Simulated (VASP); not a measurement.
Runs of VASP 6.6.1 on Ca. The structure is that of space group Fm-3m (No. 225), or close to it. The cells are those of the table. 

| cell | k mesh | gap on the mesh (eV) | pressure (GPa) |
| --- | --- | --- | --- |
| a = 3.938 Å, angles 60.0°, 1 atom | 14 × 14 × 14 | none | 0.0 |
| a = 3.952 Å, angles 60.0°, 1 atom | 6 × 6 × 6 | none | (a) |
| a = 3.977 Å, angles 60.0°, 1 atom | 14 × 14 × 14 | none | -0.5 |
| a = 4.015 Å, angles 60.0°, 1 atom | 14 × 14 × 14 | none | -0.9 |

Alike in all rows: task single point; level r2SCAN; potentials or basis VASP PAW PBE potentials, release 64 (Ca_sv); no spin polarisation; cutoff (eV) 520; smearing gaussian 0.1 eV.

Problem. Estimate the missing entries.

Solution. (a) -0.3.

Caveats: the PAW data sets were made with another functional, which shifts forces and pressure a little.

A gap of «none» marks levels without a gap at the run's occupations.
